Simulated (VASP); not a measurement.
A run of VASP 6.6.1:

File INCAR:

```
SYSTEM = AlNi3
  ALGO = Normal
  EDIFF = 1E-6
  ENCUT = 520
  GGA = PS
  ISIF = 2
  ISMEAR = -1
  ISPIN = 2
  LASPH = .True.
  LCHARG = .False.
  LMAXMIX = 4
  LORBIT = 11
  LREAL = .False.
  LWAVE = .False.
  MAGMOM = 1 1 1 0
  NBANDS = 28
  NELM = 150
  PREC = Accurate
  SIGMA = 0.05
```

Contents of KPOINTS:

```
k-points
0
Gamma
  8 8 8
  0 0 0
```

POSCAR

```
AlNi3
1.0
    3.4916726637      0.0000000000      0.0000000000
    0.0000000000      3.4916726637      0.0000000000
    0.0000000000      0.0000000000      3.4916726637
Ni Al
3 1
Direct
    0.5000000000      0.5000000000      0.0000000000
    0.5000000000      0.0000000000      0.5000000000
    0.0000000000      0.5000000000      0.5000000000
    0.0000000000      0.0000000000      0.0000000000
```

Potentials or basis: VASP PAW PBE potentials, release 64 (Ni, Al).

Run with:

```console
$ cat potpaw_PBE.64/Ni/POTCAR potpaw_PBE.64/Al/POTCAR > POTCAR
$ mpirun -np 1 vasp_std > vasp.out
```

Hardware: 1 thread of Intel(R) Xeon(R) 6975P-C (Granite Rapids) (shared host).

Q: Estimate the wall time of this run.

A: It took 37 s on 1 thread of Intel(R) Xeon(R) 6975P-C (Granite Rapids) (shared host), peak memory 0.2 GiB. Counts: scf iterations 15, k points 35.
